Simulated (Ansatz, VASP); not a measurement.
# GaN: VASP beside Ansatz

```
Ga N
1.0
     3.18310    0.00000    0.00000
    -1.59155    2.75664    0.00000
     0.00000    0.00000    5.18360
Ga N
2 2
Cartesian
  0.0000 1.8378 5.1790
  1.5915 0.9189 2.5872
  0.0000 1.9378 1.7485
  1.5915 0.9189 4.5403
```

Alike in both runs: task single point; functional r2SCAN; k mesh 12 × 12 × 6; occupations gaussian, width 0.05 eV; no spin polarisation.

```csv
,VASP,Ansatz
version,VASP 6.6.1,Ansatz 0.2.0
potentials or method,"VASP PAW PBE potentials, release 64 (Ga_d, N), cutoff 520 eV","scalar-relativistic, plane waves, PAW"
valence electrons in the cell,36,36
```

|  | VASP | Ansatz | Ansatz less VASP |
| --- | --- | --- | --- |
| gap on the k mesh at the Fermi level (eV) | 2.09 | 2.10 | +0.005 |
| least direct gap on the mesh (eV) | 2.09 | 2.10 | +0.005 |
| pressure (GPa) | 4.6 | 3.6 | -1.05 |
| traceless stress, the component that is largest in VASP (GPa) | 11.51 | 11.28 | -0.228 |
| rms of the force components (eV/Å) | 1.823 | 1.808 | -0.0155 |

VASP's potentials were made for PBE, not for r2SCAN. Atom by atom the forces differ by 0.019 eV/Å (rms over components).
